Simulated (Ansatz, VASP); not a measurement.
**TiO2 in VASP and in Ansatz**

```
Ti O
1.0
     4.59102    0.00000    0.00000
     0.00000    4.59102    0.00000
     0.00000    0.00000    2.93909
Ti O
2 4
Direct
  0.00000 0.00000 0.00000
  0.50000 0.50000 0.50000
  0.30444 0.30444 0.00000
  0.19556 0.80444 0.50000
  0.69556 0.69556 0.00000
  0.80444 0.19556 0.50000
```

Alike in both runs: functional PBEsol; k mesh 6 × 6 × 10; occupations gaussian, width 0.02 eV; no spin polarisation.

Ansatz relaxed the structure, and its values are those at the end. VASP's run is a single point on that final structure, the one shown.

|  | VASP | Ansatz |
| --- | --- | --- |
| version | VASP 6.6.1 | Ansatz 0.2.0 |
| potentials or method | VASP PAW PBE potentials, release 64 (Ti_sv, O), cutoff 520 eV | scalar-relativistic, plane waves, PAW |
| valence electrons in the cell | 48 | 48 |

|  | VASP | Ansatz | Ansatz less VASP |
| --- | --- | --- | --- |
| gap on the k mesh at the Fermi level (eV) | 1.84 | 1.87 | +0.028 |
| least direct gap on the mesh (eV) | 1.84 | 1.87 | +0.028 |
| pressure (GPa) | 0.7 | 0.0 | -0.67 |
| rms of the force components (eV/Å) | 0.012 | 0.000 | -0.0118 |

VASP's potentials were made for PBE, not for PBEsol. The functional is the same, so the differences come from potentials, cutoffs and numerics.
